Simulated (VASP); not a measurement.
# La (Im-3m) in VASP: single point with PBE

Aim: the single point of La with PBE.

Everything below comes from runs of VASP 6.6.1. Logs are shortened: lines on timing, memory, paths and dates and some standing lists are left out, and cuts for length are marked.

## Step 1: The cell of the first run

The structure is cubic, space group Im-3m (No. 229). Conventional cell: a = 4.229 Å, b = 4.229 Å, c = 4.229 Å, α = 90.00°, β = 90.00°, γ = 90.00°. Within 4.8 Å of La (site symmetry m-3m) lie 14 La at 3.66 to 4.23 Å.

## Step 2: Single point, PBE

File INCAR:

```
SYSTEM = La
  PREC = Accurate
  ENCUT = 520
  EDIFF = 1E-6
  ISMEAR = -1
  SIGMA = 0.08
  LREAL = .FALSE.
  LASPH = .TRUE.
  NELM = 80
  ALGO = Normal
  ISIF = 2
  LWAVE = .FALSE.
  LCHARG = .FALSE.
  GGA = PE
  NBANDS = 12
```

File KPOINTS:

```
regular mesh
0
G
  13 13 13
  0 0 0
```

File POSCAR:

```
La
1.0
   -2.1144866542      2.1144866542      2.1144866542
    2.1144866542     -2.1144866542      2.1144866542
    2.1144866542      2.1144866542     -2.1144866542
La
1
Direct
    0.0000000000      0.0000000000      0.0000000000
```

Potentials or basis: VASP PAW PBE potentials, release 64 (La).

On the command line:

```bash
> cat potpaw_PBE.64/La/POTCAR > POTCAR
> mpirun -np 1 vasp_std > vasp.out
```

OUTCAR:

```text
SYSTEM = La
   PREC = Accurate
   ENCUT = 520
   EDIFF = 1E-6
   ISMEAR = -1
   LREAL = .FALSE.
   LASPH = .TRUE.
   NELM = 80
   ISIF = 2
   GGA = PE

 ion  position               nearest neighbor table
   1  0.000  0.000  0.000-

  LATTYP: Found a body centered cubic cell.
 ALAT       =     4.2289733084

  Lattice vectors:

 A1 = (  -2.1144866542,   2.1144866542,   2.1144866542)
 A2 = (   2.1144866542,  -2.1144866542,   2.1144866542)
 A3 = (   2.1144866542,   2.1144866542,  -2.1144866542)

Analysis of symmetry for initial positions (statically):
=====================================================================
 Subroutine PRICEL returns:
 Original cell was already a primitive cell.

 Routine SETGRP: Setting up the symmetry group for a
 body centered cubic supercell.

 Subroutine GETGRP returns: Found 48 space group operations
 (whereof 48 operations were pure point group operations)
 out of a pool of 48 trial point group operations.

The static configuration has the point symmetry O_h .

Analysis of symmetry for dynamics (positions and initial velocities):
=====================================================================
 Subroutine PRICEL returns:
 Original cell was already a primitive cell.

 Routine SETGRP: Setting up the symmetry group for a
 body centered cubic supercell.

 Subroutine GETGRP returns: Found 48 space group operations
 (whereof 48 operations were pure point group operations)
 out of a pool of 48 trial point group operations.

The dynamic configuration has the point symmetry O_h .

 Subroutine INISYM returns: Found 48 space group operations
 (whereof 48 operations are pure point group operations),
 and found     1 'primitive' translations

----------------------------------------------------------------------------------------

                                     Primitive cell

  volume of cell :      37.8159

  direct lattice vectors                    reciprocal lattice vectors
    -2.114486654  2.114486654  2.114486654     0.000000000  0.236464013  0.236464013
     2.114486654 -2.114486654  2.114486654     0.236464013  0.000000000  0.236464013
     2.114486654  2.114486654 -2.114486654     0.236464013  0.236464013  0.000000000

  length of vectors
     3.662398317  3.662398317  3.662398317     0.334410614  0.334410614  0.334410614

  position of ions in fractional coordinates (direct lattice)
     0.000000000  0.000000000  0.000000000
[... 69 lines left out ...]
   ICHARG =      2    charge: 1-file 2-atom 10-const
   ISPIN  =      1    spin polarized calculation?
   LNONCOLLINEAR =      F non collinear calculations
   LSORBIT =      F    spin-orbit coupling
   LASPH  =      T    aspherical Exc in radial PAW
   ENCUT  =  520.0 eV  38.22 Ry    6.18 a.u.   6.81  6.81  6.81*2*pi/ulx,y,z
   NELM   =     80;   NELMIN=  2; NELMDL= -5     # of ELM steps
   EDIFF  = 0.1E-05   stopping-criterion for ELM
   LREAL  =      F    real-space projection
[... 7 lines left out ...]
   TEBEG  =    0.0;   TEEND  =   0.0 temperature during run
   PSTRESS=    0.0 pullay stress
   NELECT =      11.0000    total number of electrons
   NUPDOWN=      -1.0000    fix difference up-down
   EMIN   =  10.00;   EMAX   =-10.00  energy-range for DOS
   EFERMI =   0.00;   METHOD = LEGACY
   ISMEAR =    -1;   SIGMA  =   0.08  broadening in eV -4-tet -1-fermi 0-gaus
   EFERMI_NEDOS =   21; number of points for ismear=-14 and -15
   IALGO  =     38    algorithm
   IMIX   =      4    mixing-type and parameters
     AMIX     =   0.40;   BMIX     =  1.00
     AMIX_MAG =   1.60;   BMIX_MAG =  1.00
  volume/ion in A,a.u.               =      37.82       255.19
  Fermi-wavevector in a.u.,A,eV,Ry     =   1.084711  2.049807 16.008592  1.176598
  Thomas-Fermi vector in A             =   2.220808
   LORBIT       =      0    0 simple, 1 ext, 2 COOP (PROOUT), +10 PAW based schemes
   GGA     = PE    functional components
   LHFCALC =     F    Hartree Fock is set to
   AEXX    =    0.0000 exact exchange contribution
   IVDW    =     0    specifies the selected vdW correction
   LEPSILON=     F    determine dielectric tensor
   LRPA    =     F    only Hartree local field effects (RPA)
 non-spin polarized calculation
  energy-cutoff  :      520.00
  volume of cell :       37.82
 maximum number of plane-waves:      1036
   NGX = 13   NGY = 13   NGZ = 13

 number of electron      11.0000000 magnetization

 Free energy of the ion-electron system (eV)
  ---------------------------------------------------
  ext. energy  EPLUGINS =         0.00000000
  ---------------------------------------------------
  free energy    TOTEN  =        -4.78937091 eV

  energy without entropy =       -4.73147947  energy(sigma->0) =       -4.76042519

 E-fermi :   7.6974     XC(G=0):  -9.4883

 val. band max:        7.6887870650   @ k =   0.3077   0.2308   0.0000
 cond. band min:       7.7195568247   @ k =  -0.3846   0.4615   0.1538
 fundamental gap:      0.0307697596
 Fermi energy:         7.6973911935

 k-point     1 :       0.0000    0.0000    0.0000
  band No.  band energies     occupation
      1     -25.2204      2.00000
      2      -8.2403      2.00000
      3      -8.2403      2.00000
      4      -8.2403      2.00000
      5       4.5022      2.00000
      6       9.1620      0.00000
      7       9.1620      0.00000
      8       9.1620      0.00000
      9       9.1874      0.00000
     10       9.1874      0.00000
     11       9.1874      0.00000
     12       9.8996      0.00000
[... 331 lines left out ...]
 k-point    24 :       0.2308    0.0769    0.0769
  band No.  band energies     occupation
      1     -25.0805      2.00000
      2      -9.1831      2.00000
      3      -8.5287      2.00000
      4      -8.3215      2.00000
      5       6.4150      2.00000
      6       7.7554      0.65238
      7       8.1750      0.00509
      8       9.3035      0.00000
      9       9.5314      0.00000
     10       9.6093      0.00000
     11       9.6674      0.00000
     12       9.8749      0.00000

 [... further k-points ...]
[... 5 lines left out ...]
  --------------------------------------------------------------------------------------
  -------------------------------------------------------------------------------------
  Total        0.0034371      0.0034371      0.0034371      0.0000000      0.0000000      0.0000000
  in kB        0.1456232      0.1456232      0.1456232      0.0000000      0.0000000      0.0000000
  external PRESSURE =       0.1456232 kB  Pullay stress =       0.0000000 kB

 VOLUME and BASIS-vectors are now :
 -----------------------------------------------------------------------------
  energy-cutoff  :      520.00
  volume of cell :       37.82
      direct lattice vectors                 reciprocal lattice vectors
    -2.114486654  2.114486654  2.114486654     0.000000000  0.236464013  0.236464013
     2.114486654 -2.114486654  2.114486654     0.236464013  0.000000000  0.236464013
     2.114486654  2.114486654 -2.114486654     0.236464013  0.236464013  0.000000000

 POSITION                                       TOTAL-FORCE (eV/Angst)
 -----------------------------------------------------------------------------------
      0.00000      0.00000      0.00000        -0.000000      0.000000     -0.000000
 -----------------------------------------------------------------------------------
    total drift:                                0.000000      0.000000      0.000000

  FREE ENERGIE OF THE ION-ELECTRON SYSTEM (eV)
  ---------------------------------------------------
  free  energy   TOTEN  =        -4.7893709079 eV

  energy  without entropy=       -4.7314794668  energy(sigma->0) =       -4.76042519
```

Wall time 79 s (1 thread of AMD EPYC 7R43 (Zen 3), shared host); peak memory 0.16 GiB.

Results:

```yaml
Free_energy: -4.7894 eV
Pressure: 0.0 GPa
```

Caveat: spin-orbit coupling is left out, which moves the levels of the heavy elements.
